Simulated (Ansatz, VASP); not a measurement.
**One calculation of SrO, two programs**

```
Sr O
1.0
     0.03247    2.59739    2.59739
     2.59739    0.03247    2.59739
     2.62986    2.62986    0.00000
Sr O
1 1
Direct
  0.00000 0.00000 0.00000
  0.50000 0.50000 0.50000
```

Change from the starting cell: strain +0.0250 x Voigt [0, 0, 0, 0, 0, 1], atoms carried along.

Alike in both runs: task single point; functional PBE; k mesh 8 × 8 × 8; occupations gaussian, width 0.05 eV; no spin polarisation.

|  | VASP | Ansatz |
| --- | --- | --- |
| version | VASP 6.6.1 | Ansatz 0.2.0 |
| potentials or method | VASP PAW PBE potentials, release 64 (Sr_sv, O), cutoff 520 eV | scalar-relativistic, plane waves, PAW |
| valence electrons in the cell | 16 | 16 |

```tsv
	VASP	Ansatz	Ansatz less VASP
gap on the k mesh at the Fermi level (eV)	3.25	3.29	+0.045
least direct gap on the mesh (eV)	3.35	3.39	+0.036
pressure (GPa)	0.5	0.0	-0.51
traceless stress, the component that is largest in VASP (GPa)	-1.36	-1.36	-0.001
```
